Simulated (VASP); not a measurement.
# Ta3Cu (I4/mmm) in VASP: density of states with RPBE

Aim: the density of states of Ta3Cu with RPBE.

Program: VASP 6.6.1. These are calculated values, not measurements. Logs are shortened: lines on timing, memory, paths and dates and some standing lists are left out, and cuts for length are marked.

## (1) The cell of the first run

Symmetry: I4/mmm, No. 139, tetragonal system. Conventional cell: a = 4.013 Å, b = 4.013 Å, c = 8.416 Å, α = 90.00°, β = 90.00°, γ = 90.00°. Ta (site symmetry 4/mmm) has 4 Cu at 2.84 Å and 8 Ta at 2.91 Å within 3.7 Å. Ta (site symmetry -4m2) has 8 Ta at 2.84 to 2.91 Å and 4 Cu at 2.91 Å within 3.7 Å. Within 3.7 Å of Cu (site symmetry 4/mmm) lie 12 Ta at 2.84 to 2.91 Å.

## (2) Density of states, RPBE

File POSCAR:

```
Ta3Cu
1.0
   -2.0065070000      2.0065070000      4.2081700000
    2.0065070000     -2.0065070000      4.2081700000
    2.0065070000      2.0065070000     -4.2081700000
Ta Cu
3 1
Direct
    0.5000000000      0.5000000000      0.0000000000
    0.2500000000      0.7500000000      0.5000000000
    0.7500000000      0.2500000000      0.5000000000
    0.0000000000      0.0000000000      0.0000000000
```

File INCAR.step1:

```
SYSTEM = Ta3Cu
ALGO     = Normal         ! electronic algorithm
EDIFF    = 1E-6           ! SCF threshold, eV
ENCUT    = 520            ! plane-wave cutoff, eV
GGA      = RP             ! functional
ISIF     = 2              ! what is computed and relaxed
ISMEAR   = -1             ! smearing method
LASPH    = .True.         ! aspherical terms in the spheres
LCHARG   = .True.         ! write CHGCAR
LMAXMIX  = 4              ! l up to which the mixer works
LREAL    = .False.        ! projectors in reciprocal space
LWAVE    = .False.        ! write WAVECAR
NBANDS   = 30             ! bands
NELM     = 60             ! most SCF steps
PREC     = Accurate       ! precision mode
SIGMA    = 0.05           ! smearing width, eV
```

File KPOINTS.step1:

```
k-points
0
Gamma
  5 5 5
  0 0 0
```

File INCAR.step2:

```
SYSTEM = Ta3Cu
ALGO     = Normal         ! electronic algorithm
EDIFF    = 1E-6           ! SCF threshold, eV
ENCUT    = 520            ! plane-wave cutoff, eV
GGA      = RP             ! functional
ICHARG   = 11             ! starting density
ISIF     = 2              ! what is computed and relaxed
ISMEAR   = -5             ! smearing method
LASPH    = .True.         ! aspherical terms in the spheres
LCHARG   = .False.        ! write CHGCAR
LMAXMIX  = 4              ! l up to which the mixer works
LORBIT   = 11             ! projections on sites
LREAL    = .False.        ! projectors in reciprocal space
LWAVE    = .False.        ! write WAVECAR
NBANDS   = 30             ! bands
NEDOS    = 2001           ! points of the DOS
NELM     = 60             ! most SCF steps
PREC     = Accurate       ! precision mode
SIGMA    = 0.05           ! smearing width, eV
```

File KPOINTS.step2:

```
k-points
0
Gamma
  8 8 8
  0 0 0
```

Potentials or basis: VASP PAW PBE potentials, release 64 (Ta_pv, Cu).

Started as:

```console
$ cat potpaw_PBE.64/Ta_pv/POTCAR potpaw_PBE.64/Cu/POTCAR > POTCAR
$ cp INCAR.step1 INCAR
$ cp KPOINTS.step1 KPOINTS
$ mpirun -np 1 vasp_std > vasp.out
$ cp INCAR.step2 INCAR
$ cp KPOINTS.step2 KPOINTS
$ mpirun -np 1 vasp_std > vasp.out
```

OUTCAR:

```text
SYSTEM = Ta3Cu
   EDIFF = 1E-6
   ENCUT = 520
   GGA = RP
   ICHARG = 11
   ISIF = 2
   ISMEAR = -5
   LASPH = .True.
   LORBIT = 11
   LREAL = .False.
   NELM = 60
   PREC = Accurate

 ion  position               nearest neighbor table
   1  0.500  0.500  0.000-   4 2.84   4 2.84   4 2.84   4 2.84   3 2.91   2 2.91   3 2.91   3 2.91
                             2 2.91   2 2.91   3 2.91   2 2.91
   2  0.250  0.750  0.500-   3 2.84   3 2.84   3 2.84   3 2.84   4 2.91   1 2.91   4 2.91   1 2.91
                             4 2.91   4 2.91   1 2.91   1 2.91
   3  0.750  0.250  0.500-   2 2.84   2 2.84   2 2.84   2 2.84   4 2.91   1 2.91   4 2.91   4 2.91
                             1 2.91   1 2.91   4 2.91   1 2.91
   4  0.000  0.000  0.000-   1 2.84   1 2.84   1 2.84   1 2.84   3 2.91   2 2.91   3 2.91   2 2.91
                             3 2.91   3 2.91   2 2.91   2 2.91

  LATTYP: Found a body centered tetragonal cell.
 ALAT       =     4.0130140000
 C/A-ratio  =     2.0972615595

  Lattice vectors:

 A1 = (  -2.0065070000,   2.0065070000,   4.2081700000)
 A2 = (   2.0065070000,  -2.0065070000,   4.2081700000)
 A3 = (   2.0065070000,   2.0065070000,  -4.2081700000)

Analysis of symmetry for initial positions (statically):
=====================================================================
 Subroutine PRICEL returns:
 Original cell was already a primitive cell.

 Routine SETGRP: Setting up the symmetry group for a
 body centered tetragonal supercell.

 Subroutine GETGRP returns: Found 16 space group operations
 (whereof 16 operations were pure point group operations)
 out of a pool of 16 trial point group operations.

The static configuration has the point symmetry D_4h.

Analysis of symmetry for dynamics (positions and initial velocities):
=====================================================================
 Subroutine PRICEL returns:
 Original cell was already a primitive cell.

 Routine SETGRP: Setting up the symmetry group for a
 body centered tetragonal supercell.

 Subroutine GETGRP returns: Found 16 space group operations
 (whereof 16 operations were pure point group operations)
 out of a pool of 16 trial point group operations.

The dynamic configuration has the point symmetry D_4h.

 Subroutine INISYM returns: Found 16 space group operations
 (whereof 16 operations are pure point group operations),
 and found     1 'primitive' translations

----------------------------------------------------------------------------------------

                                     Primitive cell

  volume of cell :      67.7696

  direct lattice vectors                    reciprocal lattice vectors
    -2.006507000  2.006507000  4.208170000     0.000000000  0.249189263  0.118816493
     2.006507000 -2.006507000  4.208170000     0.249189263  0.000000000  0.118816493
     2.006507000  2.006507000 -4.208170000     0.249189263  0.249189263  0.000000000

  length of vectors
     5.075513317  5.075513317  5.075513317     0.276066383  0.276066383  0.352406835

  position of ions in fractional coordinates (direct lattice)
     0.500000000  0.500000000  0.000000000
     0.250000000  0.750000000  0.500000000
     0.750000000  0.250000000  0.500000000
     0.000000000  0.000000000  0.000000000

  ion indices of the primitive-cell ions
   primitive index   ion index
                 1           1
                 2           2
                 3           3
                 4           4

----------------------------------------------------------------------------------------

 KPOINTS: k-points

Automatic generation of k-mesh.
 Grid dimensions read from file:
 generate k-points for:    8    8    8

 Generating k-lattice:

  Cartesian coordinates                     Fractional coordinates (reciprocal lattice)
     0.000000000  0.031148658  0.014852062     0.125000000 -0.000000000  0.000000000
     0.031148658  0.000000000  0.014852062    -0.000000000  0.125000000  0.000000000
     0.031148658  0.031148658  0.000000000     0.000000000  0.000000000  0.125000000

  Length of vectors
     0.034508298  0.034508298  0.044050854

  Shift w.r.t. Gamma in fractional coordinates (k-lattice)
     0.000000000  0.000000000  0.000000000

 TETIRR: Found    655 inequivalent tetrahedra from     3072

 Subroutine IBZKPT returns following result:
 ===========================================

 Found     59 irreducible k-points:

 Following reciprocal coordinates:
            Coordinates               Weight
  0.000000  0.000000  0.000000      1.000000
  0.125000 -0.000000  0.000000      8.000000
  0.250000 -0.000000  0.000000      8.000000
  0.375000 -0.000000  0.000000      8.000000
  0.500000 -0.000000  0.000000      4.000000
  0.125000  0.125000  0.000000      8.000000
[... 16 lines left out ...]
  0.250000  0.125000  0.125000     16.000000
  0.375000  0.125000  0.125000      8.000000
 [... further k-points ...]
   k-points           NKPTS =     59   k-points in BZ     NKDIM =     59   number of bands    NBANDS=     30
   number of dos      NEDOS =   2001   number of ions     NIONS =      4
   total plane-waves  NPLWV =  64000
   dimension x,y,z NGX =    40 NGY =   40 NGZ =   40
   dimension x,y,z NGXF=    80 NGYF=   80 NGZF=   80
   ions per type =               3   1
   NGX,Y,Z   is equivalent  to a cutoff of  13.10, 13.10, 13.10 a.u.
   NGXF,Y,Z  is equivalent  to a cutoff of  26.20, 26.20, 26.20 a.u.
 SYSTEM =  Ta3Cu
   PREC   = accura    normal or accurate (medium, high low for compatibility)
   ISTART =      0    job   : 0-new  1-cont  2-samecut
   ICHARG =     11    charge: 1-file 2-atom 10-const
   ISPIN  =      1    spin polarized calculation?
   LNONCOLLINEAR =      F non collinear calculations
   LSORBIT =      F    spin-orbit coupling
   LASPH  =      T    aspherical Exc in radial PAW
   ENCUT  =  520.0 eV  38.22 Ry    6.18 a.u.   9.44  9.44  9.44*2*pi/ulx,y,z
   NELM   =     60;   NELMIN=  2; NELMDL=  0     # of ELM steps
   EDIFF  = 0.1E-05   stopping-criterion for ELM
   LREAL  =      F    real-space projection
   EDIFFG = 0.1E-04   stopping-criterion for IOM
   NSW    =      0    number of steps for IOM
   IBRION =     -1    ionic relax: 0-MD 1-quasi-New 2-CG
   NFREE  =      0    steps in history (QN), initial steepest desc. (CG)
   ISIF   =      2    stress and relaxation
   ISYM   =      2    0-nonsym 1-usesym 2-fastsym
   POTIM  = 0.5000    time-step for ionic-motion
   TEBEG  =    0.0;   TEEND  =   0.0 temperature during run
   PSTRESS=    0.0 pullay stress
   NELECT =      44.0000    total number of electrons
   NUPDOWN=      -1.0000    fix difference up-down
   EMIN   =  10.00;   EMAX   =-10.00  energy-range for DOS
   EFERMI =   0.00;   METHOD = LEGACY
   ISMEAR =    -5;   SIGMA  =   0.05  broadening in eV -4-tet -1-fermi 0-gaus
   EFERMI_NEDOS =   21; number of points for ismear=-14 and -15
   IALGO  =     38    algorithm
   IMIX   =      4    mixing-type and parameters
     AMIX     =   0.40;   BMIX     =  1.00
     AMIX_MAG =   1.60;   BMIX_MAG =  1.00
  volume/ion in A,a.u.               =      16.94       114.33
  Fermi-wavevector in a.u.,A,eV,Ry     =   1.417580  2.678837 27.341349  2.009532
  Thomas-Fermi vector in A             =   2.538795
   LORBIT       =     11    0 simple, 1 ext, 2 COOP (PROOUT), +10 PAW based schemes
   GGA     = RP    functional components
   LHFCALC =     F    Hartree Fock is set to
   AEXX    =    0.0000 exact exchange contribution
   IVDW    =     0    specifies the selected vdW correction
   LEPSILON=     F    determine dielectric tensor
   LRPA    =     F    only Hartree local field effects (RPA)
 non-spin polarized calculation
 Fermi weights with tetrahedron method with Bloechl corrections
  energy-cutoff  :      520.00
  volume of cell :       67.77
 maximum number of plane-waves:      1863
 NGX is ok and might be reduce to    40

 number of electron      43.9999994 magnetization

 Free energy of the ion-electron system (eV)
  ---------------------------------------------------
  ext. energy  EPLUGINS =         0.00000000
  ---------------------------------------------------
  free energy    TOTEN  =       -36.52958986 eV

  energy without entropy =      -36.52958986  energy(sigma->0) =      -36.52958986

 E-fermi :   6.1246     XC(G=0): -12.4129

 val. band max:        6.1210950619   @ k =  -0.2500   0.3750   0.2500
 cond. band min:       6.0541032114   @ k =  -0.3750   0.1250  -0.0000
 fundamental gap:     -0.0669918505
 Fermi energy:         6.1246246925

 k-point     1 :       0.0000    0.0000    0.0000
  band No.  band energies     occupation
      1     -28.5388      2.00000
      2     -28.3832      2.00000
      3     -28.3832      2.00000
      4     -28.1882      2.00000
      5     -28.1882      2.00000
      6     -28.0340      2.00000
[... 22 lines left out ...]
     29      10.4097      0.00000
     30      11.5294      0.00000

 k-point     2 :       0.1250   -0.0000    0.0000
  band No.  band energies     occupation
      1     -28.5313      2.00000
      2     -28.3683      2.00000
      3     -28.3636      2.00000
      4     -28.2183      2.00000
      5     -28.1786      2.00000
      6     -27.9919      2.00000
[... 22 lines left out ...]
     29      10.8146      0.00000
     30      11.1204      0.00000

 k-point     3 :       0.2500   -0.0000    0.0000
  band No.  band energies     occupation
      1     -28.4946      2.00000
      2     -28.3660      2.00000
      3     -28.3334      2.00000
      4     -28.2037      2.00000
      5     -28.1446      2.00000
      6     -27.9317      2.00000
[... 22 lines left out ...]
     29      10.1620      0.00000
     30      11.0742      0.00000

 k-point     4 :       0.3750   -0.0000    0.0000
  band No.  band energies     occupation
      1     -28.4599      2.00000
      2     -28.3491      2.00000
      3     -28.3029      2.00000
      4     -28.1415      2.00000
      5     -28.0781      2.00000
      6     -27.9466      2.00000
[... 616 lines left out ...]
     29       9.7287      0.00000
     30      11.5613      0.00000

 k-point    23 :       0.2500    0.1250    0.1250
  band No.  band energies     occupation
      1     -28.5708      2.00000
      2     -28.4169      2.00000
      3     -28.3902      2.00000
      4     -28.2213      2.00000
      5     -28.0206      2.00000
      6     -27.9118      2.00000
[... 22 lines left out ...]
     29      10.0177      0.00000
     30      10.8316      0.00000

 k-point    24 :       0.3750    0.1250    0.1250
  band No.  band energies     occupation
      1     -28.5457      2.00000
      2     -28.4261      2.00000
      3     -28.4171      2.00000
      4     -28.2808      2.00000
      5     -27.9595      2.00000
      6     -27.9280      2.00000
[... 22 lines left out ...]
     29       9.8752      0.00000
     30      10.6202      0.00000

 [... further k-points ...]

------------------------ aborting loop because EDIFF is reached ----------------------------------------

  FORCE on cell =-STRESS in cart. coord.  units (eV):
  Direction    XX          YY          ZZ          XY          YZ          ZX
  --------------------------------------------------------------------------------------
  -------------------------------------------------------------------------------------
  Total        1.9784634      1.9784634      1.8462226      0.0000000      0.0000000      0.0000000
  in kB       46.7739431     46.7739431     43.6475651      0.0000000      0.0000000      0.0000000
  external PRESSURE =      45.7318171 kB  Pullay stress =       0.0000000 kB

 VOLUME and BASIS-vectors are now :
 -----------------------------------------------------------------------------
  energy-cutoff  :      520.00
  volume of cell :       67.77
      direct lattice vectors                 reciprocal lattice vectors
    -2.006507000  2.006507000  4.208170000     0.000000000  0.249189263  0.118816493
     2.006507000 -2.006507000  4.208170000     0.249189263  0.000000000  0.118816493
     2.006507000  2.006507000 -4.208170000     0.249189263  0.249189263  0.000000000

 POSITION                                       TOTAL-FORCE (eV/Angst)
 -----------------------------------------------------------------------------------
      0.00000      0.00000      4.20817        -0.000000      0.000000     -0.000000
      2.00651      0.00000      2.10408         0.000000     -0.000000      0.000000
      0.00000      2.00651      2.10408        -0.000000      0.000000     -0.000000
      0.00000      0.00000      0.00000        -0.000000      0.000000     -0.000000
 -----------------------------------------------------------------------------------
    total drift:                               -0.000000     -0.000000      0.000000

  FREE ENERGIE OF THE ION-ELECTRON SYSTEM (eV)
  ---------------------------------------------------
  free  energy   TOTEN  =       -36.5295898575 eV

  energy  without entropy=      -36.5295898575  energy(sigma->0) =      -36.52958986

 total charge

# of ion       s       p       d       tot
------------------------------------------
    1        0.375   6.162   2.322   8.859
    2        0.385   6.164   2.343   8.893
    3        0.385   6.164   2.343   8.893
    4        0.466   0.467   9.066   9.999
--------------------------------------------------
tot          1.611  18.959  16.075  36.645
```

Wall time 2.9 min (1 thread of Intel Xeon Platinum 8259CL at 2.50GHz (Skylake/Cascade Lake), shared host); peak memory 0.3 GiB.

Results:

```yaml
Valence_electrons_inside_the_program's_atomic_spheres: Ta 8.86, 8.89; Cu 10.00
```

Caveat: the k points lie up to 0.44 Å⁻¹ apart; the PAW data sets were made with another functional, which shifts forces and pressure a little; spin-orbit coupling is left out, which moves the levels of the heavy elements; tetrahedron occupations give inexact forces and stress in metals.
